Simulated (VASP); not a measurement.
MgS (b), 2 atoms in the cell. The structure is cubic, space group F-43m (No. 216). Conventional cell: a = 5.652 Å, b = 5.652 Å, c = 5.652 Å, α = 90.00°, β = 90.00°, γ = 90.00°. Mg (site symmetry -43m) has 4 S at 2.45 Å within 3.2 Å. S (site symmetry -43m) has 4 Mg at 2.45 Å within 3.2 Å. 

| Quantity | Value |
| --- | --- |
| Program | VASP 6.6.1 |
| Task | single point |
| Functional | PBEsol |
| Potentials or basis | VASP PAW PBE potentials, release 64 (Mg, S) |
| Cutoff | 600 eV |
| k mesh | 8 × 8 × 8 |
| Occupations | gaussian, width 0.02 eV |
| Spin | no spin polarisation |
| Dipole correction | no |
| Further INCAR settings | ALGO = Normal; EDIFF = 1e-06; NBANDS = 11 |

Potentials or basis: VASP PAW PBE potentials, release 64 (Mg, S).

Command:

```bash
$ cat potpaw_PBE.64/Mg/POTCAR potpaw_PBE.64/S/POTCAR > POTCAR
$ mpirun -np 1 vasp_std > vasp.out
```

Hardware: 1 thread of AMD EPYC 7R43 64-Core Processor (Zen 3), with other jobs on the host.

Estimate the wall time of this run.

Wall time 29 s on 1 thread of AMD EPYC 7R43 64-Core Processor (Zen 3), with other jobs on the host, peak memory 0.15 GiB. Counts: scf iterations 12, k points 29.
